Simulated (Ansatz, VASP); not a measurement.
## Two plane-wave programs on CdS

```
S Cd
1.0
     4.05837    0.00000    0.00000
     0.00000    4.05837    0.00000
     0.00000    0.00000   30.32758
S Cd
3 3
Direct
  0.50000 0.50000 0.51205
  0.00000 0.00000 0.61205
  0.50000 0.50000 0.71111
  0.00000 0.50000 0.56171
  0.50000 0.00000 0.65977
  0.00000 0.50000 0.76005
```

Alike in both runs: task single point; functional PBEsol; k mesh 7 × 7 × 1; occupations gaussian, width 0.05 eV; no spin polarisation.

|  | VASP | Ansatz |
| --- | --- | --- |
| version | VASP 6.6.1 | Ansatz 0.2.0 |
| potentials or method | VASP PAW PBE potentials, release 64 (S, Cd), cutoff 520 eV | scalar-relativistic, plane waves, PAW |
| valence electrons in the cell | 54 | 78 |

```tsv
	VASP	Ansatz	Ansatz less VASP
gap on the k mesh at the Fermi level (eV)	none	none	-
rms of the force components (eV/Å)	0.266	0.273	+0.0067
```

VASP's potentials were made for PBE, not for PBEsol. A gap of «none» marks a metal or a gap that the smearing closes. VASP's potentials hold 54 valence electrons a cell and Ansatz's 78, so a difference there can come from the potentials and not from the codes.
